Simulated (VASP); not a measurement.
# Zn2CdSe (P6/mmm) in VASP: notebook

Zn2CdSe is run at these levels: PBE; tasks: single point, relaxation of cell and atoms.

Program: VASP 6.6.1. These are calculated values, not measurements. Logs are shortened: lines on timing, memory, paths and dates and some standing lists are left out, and cuts for length are marked.

## (1) The cell of the first run

The structure is hexagonal, space group P6/mmm (No. 191). The conventional cell has a = 4.737 Å, b = 4.737 Å, c = 5.330 Å, α = 90.00°, β = 90.00°, γ = 120.00°. Zn (site symmetry -6m2) has 3 Zn at 2.74 Å and 3 Cd at 2.74 Å within 3.6 Å. Cd (site symmetry 6/mmm) has 2 Se at 2.67 Å and 6 Zn at 2.74 Å within 3.5 Å. Within 3.5 Å of Se (site symmetry 6/mmm) lie 2 Cd at 2.67 Å.

## (2) Single point, PBE

File INCAR:

```
PREC = Accurate
ENCUT = 520
EDIFF = 1E-6
ISMEAR = 0
SIGMA = 0.1
LREAL = F
LASPH = T
NELM = 100
ALGO = Normal
ISIF = 2
LWAVE = F
LCHARG = T
GGA = PE
LELF = T
LVHAR = T
NBANDS = 29
```

File KPOINTS:

```
regular mesh
0
Gamma
  6 6 4
```

File POSCAR:

```
Zn2CdSe
1.0
    4.7372252238      0.0000000000      0.0000000000
   -2.3686126119      4.1025573872      0.0000000000
    0.0000000000      0.0000000000      5.3301626983
Zn Cd Se
2 1 1
Direct
    0.3333333333      0.6666666667      0.0000000000
    0.6666666667      0.3333333333      0.0000000000
    0.0000000000      0.0000000000      0.0000000000
    0.0000000000      0.0000000000      0.5000000000
```

Potentials or basis: VASP PAW PBE potentials, release 64 (Zn, Cd, Se).

Command:

```sh
cat potpaw_PBE.64/Zn/POTCAR potpaw_PBE.64/Cd/POTCAR potpaw_PBE.64/Se/POTCAR > POTCAR
mpirun -np 1 vasp_std > vasp.out
```

OUTCAR:

```text
PREC = Accurate
   ENCUT = 520
   EDIFF = 1E-6
   ISMEAR = 0
   LREAL = F
   LASPH = T
   NELM = 100
   ISIF = 2
   GGA = PE

 ion  position               nearest neighbor table
   1  0.333  0.667  0.000-   2 2.74   3 2.74   2 2.74   3 2.74   3 2.74   2 2.74
   2  0.667  0.333  0.000-   1 2.74   3 2.74   1 2.74   3 2.74   3 2.74   1 2.74
   3  0.000  0.000  0.000-   4 2.67   4 2.67   1 2.74   2 2.74   1 2.74   2 2.74   2 2.74   1 2.74

   4  0.000  0.000  0.500-   3 2.67   3 2.67

  LATTYP: Found a hexagonal cell.
 ALAT       =     4.7372252238
 C/A-ratio  =     1.1251655656

  Lattice vectors:

 A1 = (   4.7372252238,   0.0000000000,   0.0000000000)
 A2 = (  -2.3686126119,   4.1025573872,   0.0000000000)
 A3 = (   0.0000000000,   0.0000000000,   5.3301626983)

Analysis of symmetry for initial positions (statically):
=====================================================================
 Subroutine PRICEL returns:
 Original cell was already a primitive cell.

 Routine SETGRP: Setting up the symmetry group for a
 hexagonal supercell.

 Subroutine GETGRP returns: Found 24 space group operations
 (whereof 24 operations were pure point group operations)
 out of a pool of 24 trial point group operations.

The static configuration has the point symmetry D_6h.

Analysis of symmetry for dynamics (positions and initial velocities):
=====================================================================
 Subroutine PRICEL returns:
 Original cell was already a primitive cell.

 Routine SETGRP: Setting up the symmetry group for a
 hexagonal supercell.

 Subroutine GETGRP returns: Found 24 space group operations
 (whereof 24 operations were pure point group operations)
 out of a pool of 24 trial point group operations.

The dynamic configuration has the point symmetry D_6h.

 Subroutine INISYM returns: Found 24 space group operations
 (whereof 24 operations are pure point group operations),
 and found     1 'primitive' translations

----------------------------------------------------------------------------------------

                                     Primitive cell

  volume of cell :     103.5903

  direct lattice vectors                    reciprocal lattice vectors
     4.737225224  0.000000000  0.000000000     0.211094038  0.121875199  0.000000000
    -2.368612612  4.102557387  0.000000000     0.000000000  0.243750399  0.000000000
     0.000000000  0.000000000  5.330162698     0.000000000  0.000000000  0.187611534

  length of vectors
     4.737225224  4.737225224  5.330162698     0.243750399  0.243750399  0.187611534

  position of ions in fractional coordinates (direct lattice)
     0.333333333  0.666666667  0.000000000
     0.666666667  0.333333333  0.000000000
     0.000000000  0.000000000  0.000000000
     0.000000000  0.000000000  0.500000000

  ion indices of the primitive-cell ions
   primitive index   ion index
                 1           1
                 2           2
                 3           3
                 4           4

----------------------------------------------------------------------------------------

 KPOINTS: regular mesh

Automatic generation of k-mesh.
 Grid dimensions read from file:
 generate k-points for:    6    6    4

 Generating k-lattice:

  Cartesian coordinates                     Fractional coordinates (reciprocal lattice)
     0.035182340  0.020312533  0.000000000     0.166666667  0.000000000  0.000000000
     0.000000000  0.040625066  0.000000000     0.000000000  0.166666667  0.000000000
     0.000000000  0.000000000  0.046902883     0.000000000  0.000000000  0.250000000

  Length of vectors
     0.040625066  0.040625066  0.046902883

  Shift w.r.t. Gamma in fractional coordinates (k-lattice)
     0.000000000  0.000000000  0.000000000

 Subroutine IBZKPT returns following result:
 ===========================================

 Found     21 irreducible k-points:

 Following reciprocal coordinates:
            Coordinates               Weight
  0.000000  0.000000  0.000000      1.000000
  0.166667  0.000000  0.000000      6.000000
  0.333333  0.000000  0.000000      6.000000
  0.500000  0.000000  0.000000      3.000000
  0.166667  0.166667  0.000000      6.000000
  0.333333  0.166667  0.000000     12.000000
[... 13 lines left out ...]
  0.333333  0.166667  0.500000     12.000000
  0.333333  0.333333  0.500000      2.000000
   k-points           NKPTS =     21   k-points in BZ     NKDIM =     21   number of bands    NBANDS=     29
   number of dos      NEDOS =    301   number of ions     NIONS =      4
   total plane-waves  NPLWV =  51840
   dimension x,y,z NGX =    36 NGY =   36 NGZ =   40
   dimension x,y,z NGXF=    72 NGYF=   72 NGZF=   80
   ions per type =               2   1   1
   NGX,Y,Z   is equivalent  to a cutoff of  12.63, 12.63, 12.48 a.u.
   NGXF,Y,Z  is equivalent  to a cutoff of  25.27, 25.27, 24.95 a.u.
 SYSTEM =  unknown system
   PREC   = accura    normal or accurate (medium, high low for compatibility)
   ISTART =      0    job   : 0-new  1-cont  2-samecut
   ICHARG =      2    charge: 1-file 2-atom 10-const
   ISPIN  =      1    spin polarized calculation?
   LNONCOLLINEAR =      F non collinear calculations
   LSORBIT =      F    spin-orbit coupling
   LASPH  =      T    aspherical Exc in radial PAW
   ENCUT  =  520.0 eV  38.22 Ry    6.18 a.u.   8.81  8.81  9.91*2*pi/ulx,y,z
   NELM   =    100;   NELMIN=  2; NELMDL= -5     # of ELM steps
   EDIFF  = 0.1E-05   stopping-criterion for ELM
   LREAL  =      F    real-space projection
   EDIFFG = 0.1E-04   stopping-criterion for IOM
   NSW    =      0    number of steps for IOM
   IBRION =     -1    ionic relax: 0-MD 1-quasi-New 2-CG
   NFREE  =      0    steps in history (QN), initial steepest desc. (CG)
   ISIF   =      2    stress and relaxation
   ISYM   =      2    0-nonsym 1-usesym 2-fastsym
   POTIM  = 0.5000    time-step for ionic-motion
   TEBEG  =    0.0;   TEEND  =   0.0 temperature during run
   PSTRESS=    0.0 pullay stress
   NELECT =      42.0000    total number of electrons
   NUPDOWN=      -1.0000    fix difference up-down
   EMIN   =  10.00;   EMAX   =-10.00  energy-range for DOS
   EFERMI =   0.00;   METHOD = LEGACY
   ISMEAR =     0;   SIGMA  =   0.10  broadening in eV -4-tet -1-fermi 0-gaus
   EFERMI_NEDOS =   21; number of points for ismear=-14 and -15
   IALGO  =     38    algorithm
   IMIX   =      4    mixing-type and parameters
     AMIX     =   0.40;   BMIX     =  1.00
     AMIX_MAG =   1.60;   BMIX_MAG =  1.00
  volume/ion in A,a.u.               =      25.90       174.77
  Fermi-wavevector in a.u.,A,eV,Ry     =   1.211671  2.289727 19.975362  1.468148
  Thomas-Fermi vector in A             =   2.347180
   LORBIT       =      0    0 simple, 1 ext, 2 COOP (PROOUT), +10 PAW based schemes
   GGA     = PE    functional components
   LHFCALC =     F    Hartree Fock is set to
   AEXX    =    0.0000 exact exchange contribution
   IVDW    =     0    specifies the selected vdW correction
   LEPSILON=     F    determine dielectric tensor
   LRPA    =     F    only Hartree local field effects (RPA)
 non-spin polarized calculation
 Gauss-broadening in eV      SIGMA  =   0.10
  energy-cutoff  :      520.00
  volume of cell :      103.59
 maximum number of plane-waves:      2808
 NGX is ok and might be reduce to    36
   NGX = 17   NGY = 17   NGZ = 19

 number of electron      41.9999989 magnetization

 Free energy of the ion-electron system (eV)
  ---------------------------------------------------
  ext. energy  EPLUGINS =         0.00000000
  ---------------------------------------------------
  free energy    TOTEN  =        -5.50529421 eV

  energy without entropy =       -5.48502288  energy(sigma->0) =       -5.49515854

 E-fermi :   0.6316     XC(G=0):  -9.0214

 val. band max:        0.6070412233   @ k =   0.3333   0.1667   0.2500
 cond. band min:       0.6406697154   @ k =   0.3333   0.0000   0.5000
 fundamental gap:      0.0336284921
 Fermi energy:         0.6315560500

 k-point     1 :       0.0000    0.0000    0.0000
  band No.  band energies     occupation
      1     -11.4358      2.00000
      2      -8.4275      2.00000
      3      -8.1964      2.00000
      4      -8.1964      2.00000
      5      -7.9239      2.00000
      6      -7.9239      2.00000
[... 21 lines left out ...]
     28       7.2306      0.00000
     29       8.7391      0.00000

 k-point     2 :       0.1667    0.0000    0.0000
  band No.  band energies     occupation
      1     -11.4081      2.00000
      2      -8.3084      2.00000
      3      -8.2441      2.00000
      4      -8.2086      2.00000
      5      -7.9338      2.00000
      6      -7.9289      2.00000
[... 21 lines left out ...]
     28       7.5533      0.00000
     29       8.2288      0.00000

 k-point     3 :       0.3333    0.0000    0.0000
  band No.  band energies     occupation
      1     -11.3527      2.00000
      2      -8.3835      2.00000
      3      -8.2287      2.00000
      4      -8.0287      2.00000
      5      -7.9530      2.00000
      6      -7.9360      2.00000
[... 21 lines left out ...]
     28       8.2317      0.00000
     29       8.8716      0.00000

 k-point     4 :       0.5000    0.0000    0.0000
  band No.  band energies     occupation
      1     -11.3250      2.00000
      2      -8.4479      2.00000
      3      -8.2368      2.00000
      4      -7.9624      2.00000
      5      -7.9382      2.00000
      6      -7.8987      2.00000
[... 501 lines left out ...]
     28       8.5061      0.00000
     29       9.1601      0.00000

 k-point    20 :       0.3333    0.1667    0.5000
  band No.  band energies     occupation
      1     -10.9637      2.00000
      2      -8.4154      2.00000
      3      -8.3235      2.00000
      4      -8.2911      2.00000
      5      -7.9864      2.00000
      6      -7.9757      2.00000
[... 21 lines left out ...]
     28       9.7545      0.00000
     29       9.9057      0.00000

 k-point    21 :       0.3333    0.3333    0.5000
  band No.  band energies     occupation
      1     -10.9514      2.00000
      2      -8.3852      2.00000
      3      -8.3852      2.00000
      4      -8.3114      2.00000
      5      -7.9838      2.00000
      6      -7.9838      2.00000
[... 21 lines left out ...]
     28       7.9535      0.00000
     29      10.0515      0.00000

------------------------ aborting loop because EDIFF is reached ----------------------------------------

  FORCE on cell =-STRESS in cart. coord.  units (eV):
  Direction    XX          YY          ZZ          XY          YZ          ZX
  --------------------------------------------------------------------------------------
  -------------------------------------------------------------------------------------
  Total        0.1720462      0.1720462      0.1411718      0.0000000      0.0000000      0.0000000
  in kB        2.6609489      2.6609489      2.1834301      0.0000000      0.0000000      0.0000000
  external PRESSURE =       2.5017760 kB  Pullay stress =       0.0000000 kB

 VOLUME and BASIS-vectors are now :
 -----------------------------------------------------------------------------
  energy-cutoff  :      520.00
  volume of cell :      103.59
      direct lattice vectors                 reciprocal lattice vectors
     4.737225224  0.000000000  0.000000000     0.211094038  0.121875199  0.000000000
    -2.368612612  4.102557387  0.000000000     0.000000000  0.243750399  0.000000000
     0.000000000  0.000000000  5.330162698     0.000000000  0.000000000  0.187611534

 POSITION                                       TOTAL-FORCE (eV/Angst)
 -----------------------------------------------------------------------------------
     -0.00000      2.73504      0.00000        -0.000000      0.000000      0.000000
      2.36861      1.36752      0.00000         0.000000     -0.000000     -0.000000
      0.00000      0.00000      0.00000        -0.000000      0.000000      0.000000
      0.00000      0.00000      2.66508        -0.000000      0.000000      0.000000
 -----------------------------------------------------------------------------------
    total drift:                                0.000000      0.000000      0.000000

  FREE ENERGIE OF THE ION-ELECTRON SYSTEM (eV)
  ---------------------------------------------------
  free  energy   TOTEN  =        -5.5052942108 eV

  energy  without entropy=       -5.4850228755  energy(sigma->0) =       -5.49515854
```

It took 40 s on 1 thread of Intel Xeon Platinum 8488C (Sapphire Rapids), shared host; peak memory 0.25 GiB.

Results:

| Quantity | Value |
| --- | --- |
| Free energy | -5.5053 eV |
| Pressure | 0.3 GPa |
| Band gap on the k mesh | zero (band 21 reaches 3.04 eV, above the bottom of band 22 at 0.31 eV) |

Levels at points of the mesh, in eV from the Fermi level:
```tsv
k point	band 17	band 18	band 19	band 20	band 21	band 22	band 23	band 24	band 25	band 26
(0.00, 0.00, 0.00)	-5.67	-3.17	-0.79	-0.79	2.41	2.67	2.67	3.17	3.21	3.69
(0.50, 0.00, 0.00)	-4.96	-3.76	-2.61	-1.72	-0.54	1.02	1.25	2.76	4.97	7.40
(0.00, 0.00, 0.50)	-6.61	-0.32	-0.32	-0.24	0.73	2.54	2.54	2.57	2.84	2.84
(0.50, 0.00, 0.50)	-5.33	-4.61	-1.71	-0.56	-0.52	-0.13	3.07	3.53	4.38	6.10
```

## (3) Relaxation of cell and atoms, PBE

This run uses another cell than the first one, of 19.45 Å³/atom, 0.751 times its volume.

File INCAR:

```
SYSTEM = Zn2CdSe
PREC = Accurate
ENCUT = 600
EDIFF = 1E-7
ISMEAR = 0
SIGMA = 0.1
LREAL = .FALSE.
LASPH = .TRUE.
NELM = 60
ALGO = Normal
ISIF = 3
LWAVE = .FALSE.
LCHARG = .FALSE.
GGA = PE
IBRION = 2
NSW = 90
EDIFFG = -0.04
```

File KPOINTS:

```
regular mesh
0
G
  6 6 4
  0 0 0
```

File POSCAR:

```
Zn2CdSe
1.0
    4.0839540400      0.0000000000      0.0000000000
   -2.0419770200      3.5368079500      0.0000000000
    0.0000000000      0.0000000000      5.3853228800
Zn Cd Se
2 1 1
Direct
    0.3333333300      0.6666666700      0.0000000000
    0.6666666700      0.3333333300      0.0000000000
    0.0000000000      0.0000000000      0.0000000000
    0.0000000000      0.0000000000      0.5000000000
```

Potentials or basis: VASP PAW PBE potentials, release 64 (Zn, Cd, Se).

Command:

```sh
cat potpaw_PBE.64/Zn/POTCAR potpaw_PBE.64/Cd/POTCAR potpaw_PBE.64/Se/POTCAR > POTCAR
mpirun -np 1 vasp_std > vasp.out
```

OUTCAR:

```text
SYSTEM = Zn2CdSe
   PREC = Accurate
   ENCUT = 600
   EDIFF = 1E-7
   ISMEAR = 0
   LREAL = .FALSE.
   LASPH = .TRUE.
   NELM = 60
   ISIF = 3
   GGA = PE
   IBRION = 2
   NSW = 90
   EDIFFG = -0.04

 ion  position               nearest neighbor table
   1  0.333  0.667  0.000-   3 2.36   2 2.36   2 2.36   3 2.36   3 2.36   2 2.36
   2  0.667  0.333  0.000-   3 2.36   1 2.36   1 2.36   3 2.36   3 2.36   1 2.36
   3  0.000  0.000  0.000-   1 2.36   2 2.36   2 2.36   1 2.36   2 2.36   1 2.36   4 2.69   4 2.69

   4  0.000  0.000  0.500-   3 2.69   3 2.69

  LATTYP: Found a hexagonal cell.
 ALAT       =     4.0839540400
 C/A-ratio  =     1.3186541345

  Lattice vectors:

 A1 = (   4.0839540400,   0.0000000000,   0.0000000000)
 A2 = (  -2.0419770200,   3.5368079500,   0.0000000000)
[... 169 lines left out ...]

 number of electron      41.9999998 magnetization

 Free energy of the ion-electron system (eV)
  ---------------------------------------------------
  ext. energy  EPLUGINS =         0.00000000
  ---------------------------------------------------
  free energy    TOTEN  =        -3.14698605 eV

  energy without entropy =       -3.13891376  energy(sigma->0) =       -3.14294990

 E-fermi :   2.4343     XC(G=0): -10.3517

 val. band max:        2.3089178606   @ k =   0.1667  -0.0000   0.5000
 cond. band min:       2.4479950225   @ k =   0.0000   0.0000   0.5000
 fundamental gap:      0.1390771619
 Fermi energy:         2.4343307740
[... 1484 lines left out ...]
--------------------------------------- Ionic step        9  -------------------------------------------

 number of electron      41.9999968 magnetization

 Free energy of the ion-electron system (eV)
  ---------------------------------------------------
  ext. energy  EPLUGINS =         0.00000000
  ---------------------------------------------------
  free energy    TOTEN  =        -5.49893555 eV

  energy without entropy =       -5.47876152  energy(sigma->0) =       -5.48884853

 E-fermi :   0.6230     XC(G=0):  -9.0209

 val. band max:        0.5960292957   @ k =   0.3333   0.1667   0.2500
 cond. band min:       0.6396484628   @ k =   0.3333  -0.0000   0.5000
 fundamental gap:      0.0436191671
 Fermi energy:         0.6229890484
[... 617 lines left out ...]
  FREE ENERGIE OF THE ION-ELECTRON SYSTEM (eV)
  ---------------------------------------------------
  free  energy   TOTEN  =        -5.4989355478 eV

  energy  without entropy=       -5.4787615215  energy(sigma->0) =       -5.48884853

 reached required accuracy - stopping structural energy minimisation
```

CONTCAR:

```text
Zn2CdSe
   1.00000000000000
     4.7337565127779406    0.0000000000000000   -0.0000000000000000
    -2.3668782563889703    4.0995534005447674    0.0000000000000000
    -0.0000000000000000    0.0000000000000000    5.3386541850697098
  Zn              Cd              Se
     2     1     1
Direct
     0.3333333300000021    0.6666666699999979    1.0000000000000000
     0.6666666699999979    0.3333333300000021    0.0000000000000000
     0.0000000000000000    0.0000000000000000    1.0000000000000000
     0.0000000000000000    0.0000000000000000    0.5000000000000000

  0.00000000E+00  0.00000000E+00  0.00000000E+00
  0.00000000E+00  0.00000000E+00  0.00000000E+00
  0.00000000E+00  0.00000000E+00  0.00000000E+00
  0.00000000E+00  0.00000000E+00  0.00000000E+00
```

Run time: 8.9 min. Hardware: 1 thread of Intel Xeon Platinum 8488C (Sapphire Rapids), shared host; peak memory 0.27 GiB.

What came out:

```
Free energy                            : -5.4989 eV
Relaxed volume                         : 25.90 Å³/atom
Relaxed cell                           : a = 4.734 Å, b = 4.734 Å, c = 5.339 Å, α = 90.00°, β = 90.00°, γ = 120.00°
Space group after relaxing (to 0.05 Å) : P6/mmm (No. 191)
Energy gained by relaxing              : 588.0 meV/atom
Ionic steps                            : 9
Pressure after relaxing                : 0.2 GPa
Band gap on the k mesh                 : zero (band 21 reaches 3.05 eV, above the bottom of band 22 at 0.30 eV)
```

Step by step:
```
step  energy change (eV)  largest force (eV/Å)  pressure (GPa)  volume (Å³)
   1              0.0000                0.0000           28.83        77.79
   2             -2.0918                0.0000           -3.83       122.52
   3             -2.3379                0.0000            0.08       103.21
   4             -2.3407                0.0000           -0.78       105.89
   5             -2.3417                0.0000           -0.54       105.06
   6             -2.3414                0.0000           -0.36       104.48
   7             -2.3494                0.0000            0.09       103.41
   8             -2.3503                0.0000            0.36       102.91
   9             -2.3519                0.0000            0.15       103.60
```

Final structure:
```cif
data_structure
_symmetry_space_group_name_H-M 'P 1'
_symmetry_Int_Tables_number 1
_cell_length_a 4.7338
_cell_length_b 4.7338
_cell_length_c 5.3387
_cell_angle_alpha 90.000
_cell_angle_beta 90.000
_cell_angle_gamma 120.000
_cell_volume 103.60
loop_
_atom_site_label
_atom_site_type_symbol
_atom_site_fract_x
_atom_site_fract_y
_atom_site_fract_z
_atom_site_occupancy
Zn1 Zn 0.33333 0.66667 0.00000 1
Zn2 Zn 0.66667 0.33333 0.00000 1
Cd1 Cd 0.00000 0.00000 0.00000 1
Se1 Se 0.00000 0.00000 0.50000 1
```

Levels at points of the mesh, in eV from the Fermi level:
```
           k point  band 18  band 19  band 20  band 21  band 22  band 23  band 24  band 25
(0.00, 0.00, 0.00)    -3.16    -0.78    -0.78     2.42     2.68     2.68     3.19     3.21
(0.50, 0.00, 0.00)    -3.76    -2.59    -1.70    -0.54     1.02     1.26     2.75     4.97
(0.00, 0.00, 0.50)    -0.31    -0.31    -0.23     0.72     2.55     2.55     2.58     2.85
(0.50, 0.00, 0.50)    -4.61    -1.70    -0.55    -0.52    -0.13     3.08     3.52     4.38
```

Caveat: the volume moved by over 15 % at a fixed basis, so the end points are rough.
